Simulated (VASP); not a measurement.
# CoSn2 (I4/mcm) in VASP: further runs

The runs below take CoSn2 through relaxation of cell and atoms, with PBEsol.

Program: VASP 6.6.1. These are calculated values, not measurements. Logs are shortened: lines on timing, memory, paths and dates and some standing lists are left out, and cuts for length are marked.

## Step 1: The cell of the first run

The structure is tetragonal, space group I4/mcm (No. 140). The conventional cell has a = 5.971 Å, b = 5.971 Å, c = 5.121 Å, α = 90.00°, β = 90.00°, γ = 90.00°. Within 3.4 Å of Co (site symmetry 422) lie 2 Co at 2.56 Å and 8 Sn at 2.57 Å. Sn (site symmetry m2m) has 4 Co at 2.57 Å and 11 Sn at 2.80 to 3.23 Å within 3.4 Å.

## Step 2: Relaxation of cell and atoms, PBEsol, target pressure 25 GPa, at which the enthalpy is minimised

Input file INCAR:

```
  PREC = Accurate
  ENCUT = 600
  EDIFF = 1E-7
  ISMEAR = 0
  SIGMA = 0.1
  LREAL = F
  LASPH = T
  NELM = 60
  ALGO = Fast
  ISIF = 3
  LWAVE = F
  LCHARG = F
  GGA = PS
  IBRION = 2
  NSW = 70
  EDIFFG = -0.008
  PSTRESS = 250.0
```

Input file KPOINTS:

```
Automatic mesh
0
Gamma
  10 10 10
```

Input file POSCAR:

```
CoSn2
1.0
   -2.9854458634      2.9854458634      2.5603032375
    2.9854458634     -2.9854458634      2.5603032375
    2.9854458634      2.9854458634     -2.5603032375
Co Sn
2 4
Direct
    0.2500000000      0.2500000000      0.0000000000
    0.7500000000      0.7500000000      0.0000000000
    0.6655537758      0.1655537758      0.8311075517
    0.1655537758      0.3344462242      0.5000000000
    0.3344462242      0.8344462242      0.1688924483
    0.8344462242      0.6655537758      0.5000000000
```

Potentials or basis: VASP PAW PBE potentials, release 64 (Co, Sn_d).

On the command line:

```sh
$ cat potpaw_PBE.64/Co/POTCAR potpaw_PBE.64/Sn_d/POTCAR > POTCAR
$ mpirun -np 1 vasp_std > vasp.out
```

OUTCAR:

```text
PREC = Accurate
   ENCUT = 600
   EDIFF = 1E-7
   ISMEAR = 0
   LREAL = F
   LASPH = T
   NELM = 60
   ISIF = 3
   GGA = PS
   IBRION = 2
   NSW = 70
   EDIFFG = -0.008
   PSTRESS = 250.0

 ion  position               nearest neighbor table
   1  0.250  0.250  0.000-   2 2.56   2 2.56   5 2.57   3 2.57   6 2.57   4 2.57   6 2.57   4 2.57
                             3 2.57   5 2.57
   2  0.750  0.750  0.000-   1 2.56   1 2.56   5 2.57   3 2.57   6 2.57   6 2.57   4 2.57   4 2.57
                             5 2.57   3 2.57
   3  0.666  0.166  0.831-   1 2.57   2 2.57   1 2.57   2 2.57   5 2.80   5 2.93   5 2.93   4 3.15
                             6 3.15   6 3.15   4 3.15   4 3.23   6 3.23   6 3.23   4 3.23
   4  0.166  0.334  0.500-   2 2.57   1 2.57   1 2.57   2 2.57   6 2.80   6 2.93   6 2.93   5 3.15
                             3 3.15   5 3.15   3 3.15   3 3.23   5 3.23   5 3.23   3 3.23
   5  0.334  0.834  0.169-   1 2.57   2 2.57   1 2.57   2 2.57   3 2.80   3 2.93   3 2.93   6 3.15
                             4 3.15   6 3.15   4 3.15   6 3.23   4 3.23   4 3.23   6 3.23
   6  0.834  0.666  0.500-   1 2.57   2 2.57   2 2.57   1 2.57   4 2.80   4 2.93   4 2.93   5 3.15
                             3 3.15   5 3.15   3 3.15   3 3.23   5 3.23   3 3.23   5 3.23

  LATTYP: Found a body centered tetragonal cell.
 ALAT       =     5.9708917268
 C/A-ratio  =     0.8575949304

  Lattice vectors:

 A1 = (  -2.9854458634,   2.9854458634,   2.5603032375)
 A2 = (   2.9854458634,  -2.9854458634,   2.5603032375)
 A3 = (   2.9854458634,   2.9854458634,  -2.5603032375)

Analysis of symmetry for initial positions (statically):
=====================================================================
 Subroutine PRICEL returns:
 Original cell was already a primitive cell.

 Routine SETGRP: Setting up the symmetry group for a
 body centered tetragonal supercell.

 Subroutine GETGRP returns: Found 16 space group operations
 (whereof  8 operations were pure point group operations)
 out of a pool of 16 trial point group operations.

The static configuration has the point symmetry C_4h.
 The point group associated with its full space group is D_4h.

Analysis of symmetry for dynamics (positions and initial velocities):
=====================================================================
 Subroutine PRICEL returns:
 Original cell was already a primitive cell.

 Routine SETGRP: Setting up the symmetry group for a
 body centered tetragonal supercell.

 Subroutine GETGRP returns: Found 16 space group operations
 (whereof  8 operations were pure point group operations)
 out of a pool of 16 trial point group operations.

The dynamic configuration has the point symmetry C_4h.
 The point group associated with its full space group is D_4h.

 Subroutine INISYM returns: Found 16 space group operations
 (whereof  8 operations are pure point group operations),
 and found     1 'primitive' translations

----------------------------------------------------------------------------------------

                                     Primitive cell

  volume of cell :      91.2788

  direct lattice vectors                    reciprocal lattice vectors
    -2.985445863  2.985445863  2.560303237     0.000000000  0.167479172  0.195289368
     2.985445863 -2.985445863  2.560303237     0.167479172  0.000000000  0.195289368
     2.985445863  2.985445863 -2.560303237     0.167479172  0.167479172  0.000000000

  length of vectors
     4.937704596  4.937704596  4.937704596     0.257268751  0.257268751  0.236851316

  position of ions in fractional coordinates (direct lattice)
     0.250000000  0.250000000  0.000000000
     0.750000000  0.750000000  0.000000000
     0.665553776  0.165553776  0.831107552
     0.165553776  0.334446224  0.500000000
     0.334446224  0.834446224  0.168892448
     0.834446224  0.665553776  0.500000000

  ion indices of the primitive-cell ions
   primitive index   ion index
                 1           1
                 2           2
                 3           3
                 4           4
                 5           5
                 6           6

----------------------------------------------------------------------------------------

 KPOINTS: Automatic mesh

Automatic generation of k-mesh.
 Grid dimensions read from file:
 generate k-points for:   10   10   10

 Generating k-lattice:

  Cartesian coordinates                     Fractional coordinates (reciprocal lattice)
     0.000000000  0.016747917  0.019528937     0.100000000 -0.000000000  0.000000000
     0.016747917  0.000000000  0.019528937    -0.000000000  0.100000000  0.000000000
     0.016747917  0.016747917  0.000000000     0.000000000  0.000000000  0.100000000

  Length of vectors
     0.025726875  0.025726875  0.023685132

  Shift w.r.t. Gamma in fractional coordinates (k-lattice)
     0.000000000  0.000000000  0.000000000

 Subroutine IBZKPT returns following result:
 ===========================================

 Found    102 irreducible k-points:

 Following reciprocal coordinates:
            Coordinates               Weight
  0.000000  0.000000  0.000000      1.000000
  0.100000 -0.000000  0.000000      8.000000
  0.200000 -0.000000  0.000000      8.000000
  0.300000 -0.000000  0.000000      8.000000
  0.400000 -0.000000  0.000000      8.000000
  0.500000 -0.000000  0.000000      4.000000
[... 16 lines left out ...]
  0.300000  0.300000  0.000000      8.000000
  0.400000  0.300000  0.000000     16.000000
 [... further k-points ...]
   k-points           NKPTS =    102   k-points in BZ     NKDIM =    102   number of bands    NBANDS=     44
   number of dos      NEDOS =    301   number of ions     NIONS =      6
   total plane-waves  NPLWV =  64000
   dimension x,y,z NGX =    40 NGY =   40 NGZ =   40
   dimension x,y,z NGXF=    80 NGYF=   80 NGZF=   80
   ions per type =               2   4
   NGX,Y,Z   is equivalent  to a cutoff of  13.47, 13.47, 13.47 a.u.
   NGXF,Y,Z  is equivalent  to a cutoff of  26.93, 26.93, 26.93 a.u.
 SYSTEM =  unknown system
   PREC   = accura    normal or accurate (medium, high low for compatibility)
   ISTART =      0    job   : 0-new  1-cont  2-samecut
   ICHARG =      2    charge: 1-file 2-atom 10-const
   ISPIN  =      1    spin polarized calculation?
   LNONCOLLINEAR =      F non collinear calculations
   LSORBIT =      F    spin-orbit coupling
   LASPH  =      T    aspherical Exc in radial PAW
   ENCUT  =  600.0 eV  44.10 Ry    6.64 a.u.   9.86  9.86  9.86*2*pi/ulx,y,z
   NELM   =     60;   NELMIN=  2; NELMDL= -5     # of ELM steps
   EDIFF  = 0.1E-06   stopping-criterion for ELM
   LREAL  =      F    real-space projection
   EDIFFG = -.8E-02   stopping-criterion for IOM
   NSW    =     70    number of steps for IOM
   IBRION =      2    ionic relax: 0-MD 1-quasi-New 2-CG
   NFREE  =      1    steps in history (QN), initial steepest desc. (CG)
   ISIF   =      3    stress and relaxation
   ISYM   =      2    0-nonsym 1-usesym 2-fastsym
   POTIM  = 0.5000    time-step for ionic-motion
   TEBEG  =    0.0;   TEEND  =   0.0 temperature during run
   PSTRESS=  250.0 pullay stress
   NELECT =      74.0000    total number of electrons
   NUPDOWN=      -1.0000    fix difference up-down
   EMIN   =  10.00;   EMAX   =-10.00  energy-range for DOS
   EFERMI =   0.00;   METHOD = LEGACY
   ISMEAR =     0;   SIGMA  =   0.10  broadening in eV -4-tet -1-fermi 0-gaus
   EFERMI_NEDOS =   21; number of points for ismear=-14 and -15
   IALGO  =     68    algorithm
   IMIX   =      4    mixing-type and parameters
     AMIX     =   0.40;   BMIX     =  1.00
     AMIX_MAG =   1.60;   BMIX_MAG =  1.00
  volume/ion in A,a.u.               =      15.21       102.66
  Fermi-wavevector in a.u.,A,eV,Ry     =   1.526495  2.884658 31.704131  2.330188
  Thomas-Fermi vector in A             =   2.634521
   LORBIT       =      0    0 simple, 1 ext, 2 COOP (PROOUT), +10 PAW based schemes
   GGA     = PS    functional components
   LHFCALC =     F    Hartree Fock is set to
   AEXX    =    0.0000 exact exchange contribution
   IVDW    =     0    specifies the selected vdW correction
   LEPSILON=     F    determine dielectric tensor
   LRPA    =     F    only Hartree local field effects (RPA)
 conjugate gradient relaxation of ions
 non-spin polarized calculation
 RMM-DIIS sequential band-by-band and
 Gauss-broadening in eV      SIGMA  =   0.10
  energy-cutoff  :      600.00
  volume of cell :       91.28
 maximum number of plane-waves:      3070
   NGX = 19   NGY = 19   NGZ = 19

--------------------------------------- Ionic step        1  -------------------------------------------

 number of electron      73.9999998 magnetization

 Free energy of the ion-electron system (eV)
  ---------------------------------------------------
  ext. energy  EPLUGINS =         0.00000000
  ---------------------------------------------------
  free energy    TOTEN  =       -32.21147258 eV

  energy without entropy =      -32.20090941  energy(sigma->0) =      -32.20619100

------------------------ aborting loop because EDIFF is reached ----------------------------------------

  FORCE on cell =-STRESS in cart. coord.  units (eV):
  Direction    XX          YY          ZZ          XY          YZ          ZX
  --------------------------------------------------------------------------------------
  -------------------------------------------------------------------------------------
  Total       15.1681479     15.1681479     15.3292059      0.0000000      0.0000000      0.0000000
  in kB      266.2400223    266.2400223    269.0670032      0.0000000      0.0000000      0.0000000
  external PRESSURE =      17.1823493 kB  Pullay stress =     250.0000000 kB
[... 237 lines left out ...]
  enthalpy is  TOTEN    =       -17.9729785150 eV   P V=       14.3430711395

--------------------------------------- Ionic step        7  -------------------------------------------

 number of electron      74.0000003 magnetization

 Free energy of the ion-electron system (eV)
  ---------------------------------------------------
  ext. energy  EPLUGINS =         0.00000000
  ---------------------------------------------------
  free energy    TOTEN  =       -32.31921754 eV

  energy without entropy =      -32.30874014  energy(sigma->0) =      -32.31397884

 E-fermi :  13.2441     XC(G=0): -12.9017

 val. band max:       13.2433262848   @ k =  -0.3000  -0.3000   0.3000
 cond. band min:      13.2640841356   @ k =  -0.2000  -0.3000   0.2000
 fundamental gap:      0.0207578509
 Fermi energy:        13.2441254143

 k-point     1 :       0.0000    0.0000    0.0000
  band No.  band energies     occupation
      1      -8.5137      2.00000
      2      -8.5090      2.00000
      3      -8.4610      2.00000
      4      -8.4610      2.00000
      5      -8.4495      2.00000
      6      -8.4391      2.00000
[... 1117 lines left out ...]
     43      17.3202      0.00000
     44      18.0516      0.00000

 [... further k-points ...]

------------------------ aborting loop because EDIFF is reached ----------------------------------------

  FORCE on cell =-STRESS in cart. coord.  units (eV):
  Direction    XX          YY          ZZ          XY          YZ          ZX
  --------------------------------------------------------------------------------------
  -------------------------------------------------------------------------------------
  Total       14.3612438     14.3612438     14.3456670      0.0000000      0.0000000      0.0000000
  in kB      250.2621861    250.2621861    249.9907422      0.0000000      0.0000000      0.0000000
  external PRESSURE =       0.1717048 kB  Pullay stress =     250.0000000 kB
[... 21 lines left out ...]
  FREE ENERGIE OF THE ION-ELECTRON SYSTEM (eV)
  ---------------------------------------------------
  free  energy   TOTEN  =       -32.3192175366 eV

  energy  without entropy=      -32.3087401422  energy(sigma->0) =      -32.31397884

  enthalpy is  TOTEN    =       -17.9730192664 eV   P V=       14.3461982702

 reached required accuracy - stopping structural energy minimisation
```

Run time: 23 min. Hardware: 1 thread of Intel Xeon 6975P-C (Granite Rapids), shared host; peak memory 0.52 GiB.

Results:

- Free energy: -32.3192 eV
- Relaxed volume: 15.32 Å³/atom
- Relaxed cell: a = 4.949 Å, b = 4.949 Å, c = 4.949 Å, α = 105.61°, β = 105.61°, γ = 117.50°
- Space group after relaxing (to 0.1 Å): I4/mcm (No. 140)
- Energy change on relaxing (the run minimises the enthalpy): -18.0 meV/atom
- Ionic steps: 7
- Pressure after relaxing: 25.0 GPa
- Band gap on the k mesh: zero (bands 37 and 38 overlap by 1.65 eV)

Step by step:
```tsv
step	energy change (eV)	largest force (eV/Å)	pressure (GPa)	volume (Å³)
1	0.0000	0.0969	26.72	91.28
2	-0.3255	0.0096	21.20	93.45
3	-0.1148	0.0610	24.85	91.99
4	-0.1111	0.0620	24.93	91.96
5	-0.1057	0.0140	25.00	91.93
6	-0.1046	0.0043	25.02	91.92
7	-0.1077	0.0001	25.02	91.94
```

Final structure:
```yaml
crystal:
  lattice:
    - [-2.99207, 2.99207, 2.56747]
    - [2.99207, -2.99207, 2.56747]
    - [2.99207, 2.99207, -2.56747]
  atoms:
    - { symbol: Co, position: [0.25000, 0.25000, 0.00000] }
    - { symbol: Co, position: [0.75000, 0.75000, 0.00000] }
    - { symbol: Sn, position: [0.66495, 0.16495, 0.82991] }
    - { symbol: Sn, position: [0.16495, 0.33505, 0.50000] }
    - { symbol: Sn, position: [0.33505, 0.83505, 0.17009] }
    - { symbol: Sn, position: [0.83505, 0.66495, 0.50000] }
```

Levels at points of the mesh, in eV from the Fermi level:
```tsv
k point	band 35	band 36	band 37	band 38	band 39	band 40
(0.00, 0.00, 0.00)	-1.46	-1.24	-0.73	-0.73	0.56	0.58
(0.50, 0.00, 0.00)	-0.90	-0.90	0.25	0.25	2.55	2.55
(0.50, 0.50, 0.00)	-1.29	-0.88	-0.73	0.90	1.11	2.10
(0.50, 0.50, 0.50)	-0.87	0.31	0.83	1.83	2.80	2.80
```

Caveat: the cell is relaxed towards a set pressure, so the run minimises the enthalpy, not the energy; the PAW data sets were made with another functional, which shifts forces and pressure a little; spin-orbit coupling is left out, which moves the levels of the heavy elements; the run has no spin polarisation, though such a crystal can be magnetic.

(Continued in part 2 of 3.)

The gap in the log of VASP goes by the Fermi energy; the results here count the filled bands.